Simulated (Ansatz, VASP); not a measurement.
CdSe in VASP and in Ansatz

File POSCAR:

```
CdSe
1.0
    4.5134249099      0.0000000000      0.0000000000
   -2.2567124550      3.9087406301      0.0000000000
    0.0000000000      0.0000000000      6.8398200000
Cd Se
2 2
Direct
    0.6666666667      0.3333333333      0.0000000000
    0.3333333333      0.6666666667      0.5000000000
    0.6666666667      0.3333333333      0.3750000000
    0.3333333333      0.6666666667      0.8750000000
```

INCAR.step1

```
SYSTEM = CdSe
PREC = Accurate ; ENCUT = 520
ISMEAR = 0 ; SIGMA = 0.05
LREAL = .FALSE. ; LASPH = .TRUE.
NELM = 80 ; NBANDS = 26
GGA = PE ; ALGO = Normal
EDIFF = 1E-4 ; LWAVE = .TRUE.
LCHARG = .FALSE.
```

INCAR.step2

```
SYSTEM = CdSe
PREC = Accurate ; ENCUT = 520
EDIFF = 1E-7 ; ISMEAR = 0
SIGMA = 0.05 ; LREAL = .FALSE.
LASPH = .TRUE. ; NELM = 80
ALGO = Normal ; ISIF = 2
LWAVE = .FALSE. ; LCHARG = .FALSE.
METAGGA = R2SCAN ; LMIXTAU = .TRUE.
NBANDS = 26 ; ISTART = 1
```

File KPOINTS:

```
Automatic mesh
0
G
  6 6 4
  0 0 0
```

Input for Ansatz:

```yaml
crystal:
  lattice:
    - [4.5134249099, 0.0, 0.0]
    - [-2.256712455, 3.9087406301, 0.0]
    - [0.0, 0.0, 6.83982]
  atoms:
    - { symbol: Cd, position: [0.6666666667, 0.3333333333, 0.0] }
    - { symbol: Cd, position: [0.3333333333, 0.6666666667, 0.5] }
    - { symbol: Se, position: [0.6666666667, 0.3333333333, 0.375] }
    - { symbol: Se, position: [0.3333333333, 0.6666666667, 0.875] }
basis:
  ecutwfc: 500
kpoints:
  mp_grid: { grid: [6, 6, 4] }
hamiltonian:
  xc: r2scan
scf:
  occupations: { method: gaussian, width: 0.05 }
output:
  forces: true
  stress: true
  eigenvalues: true
  write_density: true
  write_potential: true
  elf: true
  volumetric_format: npy
```

Change from the starting cell: strain +0.050 along x and y, -0.025 along z, atoms carried along.

Alike in both runs: task single point; functional r2SCAN; k mesh 6 × 6 × 4; occupations gaussian, width 0.05 eV; no spin polarisation.

|  | VASP | Ansatz |
| --- | --- | --- |
| version | VASP 6.6.1 | Ansatz 0.2.0 |
| potentials or method | VASP PAW PBE potentials, release 64 (Cd, Se), cutoff 520 eV | scalar-relativistic, plane waves, PAW |
| valence electrons in the cell | 36 | 72 |

Ansatz gave:

| Quantity | Value |
| --- | --- |
| gap on the k mesh at the Fermi level (eV) | 1.01 |
| least direct gap on the mesh (eV) | 1.01 |
| pressure (GPa) | -1.5 |
| traceless stress, the component that is largest in VASP (GPa) | 4.18 |
| rms of the force components (eV/Å) | 0.322 |

Q: Which values does VASP return?

A: gap on the k mesh at the Fermi level (eV): 1.00; least direct gap on the mesh (eV): 1.00; pressure (GPa): -1.3; traceless stress, the component that is largest in VASP (GPa): 4.27; rms of the force components (eV/Å): 0.332.

VASP's potentials were made for PBE, not for r2SCAN. Atom by atom the forces differ by 0.010 eV/Å (rms over components). VASP's potentials hold 36 valence electrons a cell and Ansatz's 72, so a difference there can come from the potentials and not from the codes.
